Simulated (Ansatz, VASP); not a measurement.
**SrTiO3: VASP beside Ansatz**

```
Sr Ti O
1.0
     3.90685    0.00000    0.00000
     0.00000    3.90685    0.00000
     0.00000    0.00000    3.90685
Sr Ti O
1 1 3
Direct
  0.00000 0.00000 0.00000
  0.50000 0.50000 0.50000
  0.50000 0.50000 0.00000
  0.50000 0.00000 0.50000
  0.00000 0.50000 0.50000
```

Alike in both runs: task single point; functional PBE; k mesh 6 × 6 × 6; occupations fermi-dirac, width 0.02 eV; no spin polarisation.

|  | VASP | Ansatz |
| --- | --- | --- |
| version | VASP 6.6.1 | Ansatz 0.2.0 |
| potentials or method | VASP PAW PBE potentials, release 64 (Sr_sv, Ti_sv, O) | plane waves, PAW |
| plane-wave cutoff (eV) | 520 | 420 |
| valence electrons in the cell | 40 | 40 |

Ansatz gave:

```
gap on the k mesh at the Fermi level (eV) : 1.88
pressure (GPa)                            : 4.1
```

Task: Estimate VASP's values.

Result: gap on the k mesh at the Fermi level (eV): 1.85; pressure (GPa): 4.7.

With one functional, cell and mesh, what is left measures potentials, basis and numerics.
